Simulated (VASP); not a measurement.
A run of VASP 6.6.1 is set up as follows.

INCAR

```
SYSTEM = LiCl
PREC = Accurate
ENCUT = 520
EDIFF = 1E-7
ISMEAR = -1
SIGMA = 0.02
LREAL = .FALSE.
LASPH = .TRUE.
NELM = 60
ALGO = Normal
ISIF = 2
LWAVE = .FALSE.
LCHARG = .FALSE.
GGA = PE
NBANDS = 12
```

The input KPOINTS:

```
regular mesh
0
G
  8 8 8
  0 0 0
```

File POSCAR:

```
LiCl
1.0
   -0.0852012331      2.4708357595      2.4708357595
    2.4708357595     -0.0852012331      2.4708357595
    2.4708357595      2.4708357595     -0.0852012331
Li Cl
1 1
Direct
    0.0000000000      0.0000000000      0.0000000000
    0.5000000000      0.5000000000      0.5000000000
```

Potentials or basis: VASP PAW PBE potentials, release 64 (Li_sv, Cl).

Launch:

```sh
$ cat potpaw_PBE.64/Li_sv/POTCAR potpaw_PBE.64/Cl/POTCAR > POTCAR
$ mpirun -np 1 vasp_std > vasp.out
```

**Question.** Predict the band gap on the k mesh.

**Answer.** 6.35 eV, indirect (least direct gap 6.48 eV).

Caveat: the cell differs from its parent crystal (strain along [111] -5.0%). A k mesh can miss the band edges.
